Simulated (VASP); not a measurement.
Write the native input for VASP 6.6.1 that does the following.

```yaml
Task: relaxation of the atoms
Functional: PBE
Potentials_or_basis: VASP PAW PBE potentials, release 64 (Rh_pv)
Cutoff: 450 eV
k_mesh: 2 × 3 × 3
Occupations: gaussian, width 0.1 eV
Spin: no spin polarisation
Dipole_correction: no
Further_INCAR_settings: ALGO = Normal; EDIFF = 1e-07; IBRION = 2; EDIFFG = -0.02; NSW = 50
```

The structure of Rh (a cell with a defect) lies in POSCAR:

```
Rh
1.0
    0.0000000000      5.6935500000      5.6935500000
    3.7957000000      0.0000000000      3.7957000000
    3.7957000000      3.7957000000      0.0000000000
Rh
11
Direct
    0.0000000000      0.0000000000      0.5000000000
    0.0000000000      0.5000000000      0.0000000000
    0.0000000000      0.5000000000      0.5000000000
    0.3333333333      0.0000000000      0.0000000000
    0.3333333333      0.0000000000      0.5000000000
    0.3333333333      0.5000000000      0.0000000000
    0.3333333333      0.5000000000      0.5000000000
    0.6666666667      0.0000000000      0.0000000000
    0.6666666667      0.0000000000      0.5000000000
    0.6666666667      0.5000000000      0.0000000000
    0.6666666667      0.5000000000      0.5000000000
```

The input as run:

INCAR

```
SYSTEM = Rh
  PREC = Accurate
  ENCUT = 450
  EDIFF = 1E-7
  ISMEAR = 0
  SIGMA = 0.1
  LREAL = .FALSE.
  LASPH = .TRUE.
  NELM = 120
  ALGO = Normal
  ISIF = 2
  LWAVE = .FALSE.
  LCHARG = .FALSE.
  GGA = PE
  IBRION = 2
  NSW = 50
  EDIFFG = -0.02
  GGA_COMPAT = .FALSE.
  NELMIN = 4
  KPAR = 4
```

KPOINTS

```
Automatic mesh
0
G
  2 3 3
  0 0 0
```

Potentials or basis: VASP PAW PBE potentials, release 64 (Rh_pv).

Command:

```console
$ cat potpaw_PBE.64/Rh_pv/POTCAR > POTCAR
$ mpirun -np 4 vasp_std > vasp.out
```

Results of the run:

```
Energy gained by relaxing    : 11.1 meV/atom
Ionic steps                  : 11
Pressure after relaxing      : 1.0 GPa
Largest force after relaxing : 0.008 eV/Å
Band gap on the k mesh       : zero (an odd number of electrons rules out a gap without spin polarisation)
```

Caveat: the k points lie up to 0.48 Å⁻¹ apart, too coarse for converged energies and pressures of a metal.

Wall time 12 min on 4 MPI ranks on AMD EPYC 7R43 64-Core Processor (Zen 3) (shared host), peak memory 0.29 GiB a rank.
